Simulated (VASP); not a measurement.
# GaN in VASP: settings compared, part 2 of 2

VASP 6.6.1. The steps go on from the part before.

## (4) Single point, PBE0

This run uses another cell than the first one, of 11.31 Å³/atom.

POSCAR

```
GaN
1.0
    3.1800000000      0.0000000000      0.0000000000
   -1.5900000000      2.7539607840      0.0000000000
    0.0000000000      0.0000000000      5.1660000000
Ga N
2 2
Direct
    0.6666666667      0.3333333333      0.5000000000
    0.3333333333      0.6666666667      0.0000000000
    0.6666666667      0.3333333333      0.8750000000
    0.3333333333      0.6666666667      0.3750000000
```

INCAR.step1

```
ALGO = Normal
EDIFF = 1E-5
ENCUT = 520
GGA = PE
ISIF = 2
ISMEAR = -1
LASPH = T
LREAL = F
LWAVE = T
NBANDS = 26
NELM = 100
PREC = Accurate
SIGMA = 0.05
```

INCAR.step2

```
AEXX = 0.25
ALGO = Normal
EDIFF = 1E-6
ENCUT = 520
GGA = PE
ISIF = 2
ISMEAR = -1
ISTART = 1
LASPH = T
LCHARG = T
LELF = T
LHFCALC = T
LREAL = F
LVHAR = T
LWAVE = F
NBANDS = 26
NELM = 100
PREC = Accurate
PRECFOCK = Normal
SIGMA = 0.05
```

KPOINTS

```
k-points
0
Gamma
  6 6 3
```

Potentials or basis: VASP PAW PBE potentials, release 64 (Ga_d, N).

Launch:

```console
cat potpaw_PBE.64/Ga_d/POTCAR potpaw_PBE.64/N/POTCAR > POTCAR
cp INCAR.step1 INCAR
mpirun -np 1 vasp_std > vasp.out
cp INCAR.step2 INCAR
mpirun -np 1 vasp_std > vasp.out
```

OUTCAR:

```text
AEXX = 0.25
   EDIFF = 1E-6
   ENCUT = 520
   GGA = PE
   ISIF = 2
   ISMEAR = -1
   ISTART = 1
   LASPH = T
   LHFCALC = T
   LREAL = F
   NELM = 100
   PREC = Accurate
   PRECFOCK = Normal

 ion  position               nearest neighbor table
   1  0.667  0.333  0.500-   3 1.94   4 1.95   4 1.95   4 1.95
   2  0.333  0.667  0.000-   4 1.94   3 1.95   3 1.95   3 1.95
   3  0.667  0.333  0.875-   1 1.94   2 1.95   2 1.95   2 1.95
   4  0.333  0.667  0.375-   2 1.94   1 1.95   1 1.95   1 1.95

  LATTYP: Found a hexagonal cell.
 ALAT       =     3.1800000000
 C/A-ratio  =     1.6245283019

  Lattice vectors:

 A1 = (   3.1800000000,   0.0000000000,   0.0000000000)
 A2 = (  -1.5900000000,   2.7539607840,   0.0000000000)
 A3 = (   0.0000000000,   0.0000000000,   5.1660000000)

Analysis of symmetry for initial positions (statically):
=====================================================================
 Subroutine PRICEL returns:
 Original cell was already a primitive cell.

 Routine SETGRP: Setting up the symmetry group for a
 hexagonal supercell.

 Subroutine GETGRP returns: Found 12 space group operations
 (whereof  6 operations were pure point group operations)
 out of a pool of 24 trial point group operations.

The static configuration has the point symmetry C_3v.
 The point group associated with its full space group is C_6v.

Analysis of symmetry for dynamics (positions and initial velocities):
=====================================================================
 Subroutine PRICEL returns:
 Original cell was already a primitive cell.

 Routine SETGRP: Setting up the symmetry group for a
 hexagonal supercell.

[... 120 lines left out ...]
  Fermi-wavevector in a.u.,A,eV,Ry     =   1.517036  2.866782 31.312427  2.301398
  Thomas-Fermi vector in A             =   2.626345
   LORBIT       =      0    0 simple, 1 ext, 2 COOP (PROOUT), +10 PAW based schemes
   GGA     = PE    functional components
   LHFCALC =     T    Hartree Fock is set to
   PRECFOCK=normal    Normal, Fast or Accurate (Low or Medium for compatibility)
   ENCUT4O =  -1.0   cutoff for four orbital integrals eV
   NKREDX  =     1    reduce k-point grid by
   NKREDY  =     1    reduce k-point grid by
   NKREDZ  =     1    reduce k-point grid by
   AEXX    =    0.2500 exact exchange contribution
   HFSCREEN=    0.0000 screening length (either q_TF or 0.3 A-1)
   HFSCREENC=   0.0000 screening length for correlation (either q_TF or 0.3 A-1)
   ENCUTFOCK=  -1.0 apply spherical cutoff to Coloumb kernel
   IVDW    =     0    specifies the selected vdW correction
   LEPSILON=     F    determine dielectric tensor
   LRPA    =     F    only Hartree local field effects (RPA)
 non-spin polarized calculation
  energy-cutoff  :      520.00
  volume of cell :       45.24
 maximum number of plane-waves:      1236
 NGX is ok and might be reduce to    24
  NGX = 18; NGY = 18; NGZ = 30

 number of electron      36.0000002 magnetization

 Free energy of the ion-electron system (eV)
  ---------------------------------------------------
  ext. energy  EPLUGINS =         0.00000000
  ---------------------------------------------------
  free energy    TOTEN  =       -31.36814495 eV

  energy without entropy =      -31.36814495  energy(sigma->0) =      -31.36814495

 E-fermi :   5.2975     XC(G=0):  -9.2031

 val. band max:        4.2261210524   @ k =   0.0000   0.0000   0.0000
 cond. band min:       8.2000518847   @ k =   0.0000   0.0000   0.0000
 fundamental gap:      3.9739308323
 Fermi energy:         5.2974555229

 k-point     1 :       0.0000    0.0000    0.0000
  band No.  band energies     occupation
      1     -13.3991      2.00000
      2     -12.7210      2.00000
      3     -11.3835      2.00000
      4     -11.3621      2.00000
      5     -11.3621      2.00000
      6     -11.2989      2.00000
[... 395 lines left out ...]
     25      19.9285      0.00000
     26      20.9693      0.00000

------------------------ aborting loop because EDIFF is reached ----------------------------------------

  FORCE on cell =-STRESS in cart. coord.  units (eV):
  Direction    XX          YY          ZZ          XY          YZ          ZX
  --------------------------------------------------------------------------------------
  -------------------------------------------------------------------------------------
  Total        0.0737045      0.0737045      0.5618646      0.0000000      0.0000000     -0.0000000
  in kB        2.6101501      2.6101501     19.8977029      0.0000000      0.0000000     -0.0000000
  external PRESSURE =       8.3726677 kB  Pullay stress =       0.0000000 kB

 VOLUME and BASIS-vectors are now :
 -----------------------------------------------------------------------------
  energy-cutoff  :      520.00
  volume of cell :       45.24
      direct lattice vectors                 reciprocal lattice vectors
     3.180000000  0.000000000  0.000000000     0.314465409  0.181556688  0.000000000
    -1.590000000  2.753960784  0.000000000     0.000000000  0.363113377  0.000000000
     0.000000000  0.000000000  5.166000000     0.000000000  0.000000000  0.193573364

 POSITION                                       TOTAL-FORCE (eV/Angst)
 -----------------------------------------------------------------------------------
      1.59000      0.91799      2.58300        -0.000000     -0.000000     -0.153052
     -0.00000      1.83597      0.00000         0.000000      0.000000     -0.153052
      1.59000      0.91799      4.52025         0.000000      0.000000      0.153052
     -0.00000      1.83597      1.93725        -0.000000     -0.000000      0.153052
 -----------------------------------------------------------------------------------
    total drift:                               -0.000000     -0.000002     -0.000483

  FREE ENERGIE OF THE ION-ELECTRON SYSTEM (eV)
  ---------------------------------------------------
  free  energy   TOTEN  =       -31.3681449511 eV

  energy  without entropy=      -31.3681449511  energy(sigma->0) =      -31.36814495
```

OUTCAR.step1:

```text
EDIFF = 1E-5
   ENCUT = 520
   GGA = PE
   ISIF = 2
[... 625 lines left out ...]
      1.59000      0.91799      2.58300         0.000000      0.000000     -0.133690
     -0.00000      1.83597      0.00000        -0.000000     -0.000000     -0.133690
      1.59000      0.91799      4.52025        -0.000000      0.000000      0.133690
     -0.00000      1.83597      1.93725         0.000000     -0.000000      0.133690
 -----------------------------------------------------------------------------------
    total drift:                               -0.000001     -0.000001     -0.000018

  FREE ENERGIE OF THE ION-ELECTRON SYSTEM (eV)
  ---------------------------------------------------
  free  energy   TOTEN  =       -24.2777399024 eV

  energy  without entropy=      -24.2777399022  energy(sigma->0) =      -24.27773990
```

OSZICAR.step1:

```text
N       E                     dE             d eps       ncg     rms          rms(c)
DAV:   1     0.271967726174E+03    0.27197E+03   -0.17612E+04   816   0.261E+03
DAV:   2     0.500191408346E+01   -0.26697E+03   -0.25142E+03   800   0.478E+02
DAV:   3    -0.273035079032E+02   -0.32305E+02   -0.31896E+02   848   0.140E+02
DAV:   4    -0.283137437540E+02   -0.10102E+01   -0.10062E+01   894   0.264E+01
DAV:   5    -0.283341725219E+02   -0.20429E-01   -0.20406E-01   874   0.369E+00    0.110E+01
DAV:   6    -0.241970810042E+02    0.41371E+01   -0.10130E+01  1202   0.494E+01    0.307E+00
DAV:   7    -0.242956957959E+02   -0.98615E-01   -0.14337E+00   764   0.900E+00    0.271E+00
DAV:   8    -0.242913702683E+02    0.43255E-02   -0.14334E-01  1182   0.517E+00    0.793E-01
DAV:   9    -0.242771853064E+02    0.14185E-01   -0.48650E-02  1190   0.377E+00    0.341E-01
DAV:  10    -0.242778125296E+02   -0.62722E-03   -0.39773E-03   766   0.443E-01    0.742E-02
DAV:  11    -0.242777395866E+02    0.72943E-04   -0.62182E-04  1040   0.472E-01    0.418E-02
DAV:  12    -0.242777399024E+02   -0.31573E-06   -0.65165E-05   766   0.627E-02
   1 F= -.24277740E+02 E0= -.24277740E+02  d E =-.180433E-09
```

Run time: 76 min. Hardware: 1 thread of Oxide Virtual Turin-like, shared host; peak memory 0.15 GiB.

What came out:

```
Free energy            : -31.3681 eV
Pressure               : 0.8 GPa
Largest force          : 0.153 eV/Å
Band gap on the k mesh : 3.97 eV
```

Forces in eV/Å, atoms in the order of the input:
```
Ga   0.000  0.000 -0.153
Ga   0.000  0.000 -0.153
N    0.000  0.000  0.153
N    0.000  0.000  0.153
```

Caveat: the PAW data sets were made with another functional, which shifts forces and pressure a little.

## (5) Single point, r2SCAN-based global hybrid with 10 % exact exchange

This run uses another cell than the first one, of 11.31 Å³/atom.

POSCAR is that of step 4.

INCAR.step1

```
SYSTEM = GaN
ALGO = Normal ; EDIFF = 1E-5
ENCUT = 520 ; GGA = PE
ISIF = 2 ; ISMEAR = -1
LASPH = .TRUE. ; LREAL = .FALSE.
LWAVE = .TRUE. ; NBANDS = 26
NELM = 80 ; PREC = Accurate
SIGMA = 0.05
```

INCAR.step2

```
SYSTEM = GaN
AEXX = 0.1 ; ALGO = Normal
EDIFF = 1E-6 ; ENCUT = 520
ISIF = 2 ; ISMEAR = -1
ISTART = 1 ; LASPH = .TRUE.
LCHARG = .TRUE. ; LELF = .TRUE.
LHFCALC = .TRUE. ; LMIXTAU = .TRUE.
LREAL = .FALSE. ; LVHAR = .TRUE.
LWAVE = .FALSE. ; METAGGA = R2SCAN
NBANDS = 26 ; NELM = 80
PREC = Accurate ; PRECFOCK = Normal
SIGMA = 0.05
```

KPOINTS

```
k-points
0
G
  6 6 3
  0 0 0
```

Launch:

```console
cat potpaw_PBE.64/Ga_d/POTCAR potpaw_PBE.64/N/POTCAR > POTCAR
cp INCAR.step1 INCAR
mpirun -np 1 vasp_std > vasp.out
cp INCAR.step2 INCAR
mpirun -np 1 vasp_std > vasp.out
```

Wall time 86 min (1 thread of Oxide Virtual Turin-like, shared host); peak memory 0.16 GiB.

The run converged. Its results:

* Free energy: -44.7677 eV
* Pressure: 0.6 GPa
* Largest force: 0.144 eV/Å
* Band gap on the k mesh: 3.11 eV

Forces on the atoms (eV/Å):
```
Ga   0.000  0.000 -0.144
Ga   0.000  0.000 -0.144
N    0.000  0.000  0.144
N    0.000  0.000  0.144
```

Stress tensor (GPa, compression positive):
```
-0.03  0.00  0.00
 0.00 -0.03  0.00
 0.00  0.00  1.76
```

Levels at points of the mesh, in eV from the valence-band top:
```
           k point  band 15  band 16  band 17  band 18  band 19  band 20  band 21  band 22
(0.00, 0.00, 0.00)    -1.13    -0.06     0.00     0.00     3.11     5.63    10.91    11.44
(0.50, 0.00, 0.00)    -4.48    -2.94    -2.36    -1.05     6.32     6.94     7.35    10.36
```

Caveat: the PAW data sets were made with another functional, which shifts forces and pressure a little.

## (6) Summary

| level | cell | k mesh | cutoff (eV) | smearing | grid for exact exchange (PRECFOCK) | share of exact exchange | gap on the mesh (eV) | pressure (GPa) | largest force (eV/Å) |
| --- | --- | --- | --- | --- | --- | --- | --- | --- | --- |
| b88 exchange, pbe correlation | a = 3.242, b = 3.242, c = 5.267 Å, angles 90.0, 90.0, 120.0°, 4 atoms, atomic positions A | 10 × 10 × 5 | 600 | fermi-dirac 0.05 eV | - | - | 1.58 | -3.7 | 0.12 |
| r2SCAN | a = 3.180, b = 3.180, c = 5.166 Å, angles 90.0, 90.0, 120.0°, 4 atoms, atomic positions B | 7 × 7 × 4 | 520 | fermi-dirac 0.005 eV | - | - | 2.26 | 2.7 | 1.59 |
| PBE0 | a = 3.180, b = 3.180, c = 5.166 Å, angles 90.0, 90.0, 120.0°, 4 atoms, atomic positions A | 6 × 6 × 3 | 520 | fermi-dirac 0.05 eV | Normal | 0.25 | 3.97 | 0.8 | 0.15 |
| r2SCAN-based global hybrid with 10 % exact exchange | a = 3.180, b = 3.180, c = 5.166 Å, angles 90.0, 90.0, 120.0°, 4 atoms, atomic positions A | 6 × 6 × 3 | 520 | fermi-dirac 0.05 eV | Normal | 0.1 | 3.11 | 0.6 | 0.14 |

Alike in all rows: task single point; potentials or basis VASP PAW PBE potentials, release 64 (Ga_d, N); no spin polarisation.

Caveats: the PAW data sets were made with another functional, which shifts forces and pressure a little; the cell stands under tension (at least some runs).

Absolute energies hang on the potentials; compare differences alone.

## (7) How close it comes

Step 4. Measured gap of GaN: 3.503 eV (direct; quoted in “Studying electronic properties in GaN without electrical contacts using γ-γ vs e−-γ Perturbed Angular Correlations”, 2019, pmc:6823545). This calculation gives 3.97 eV (+0.47 eV). Spin-orbit coupling on Ga is left out. The value is that of PBE0, without temperature or zero-point motion.

Step 5. A measured gap of GaN is 3.503 eV (direct; quoted in “Studying electronic properties in GaN without electrical contacts using γ-γ vs e−-γ Perturbed Angular Correlations”, 2019, pmc:6823545); the calculated 3.11 eV misses it by -0.39 eV. Spin-orbit coupling on Ga is left out. The value is that of r2SCAN-based global hybrid with 10 % exact exchange, without temperature or zero-point motion.
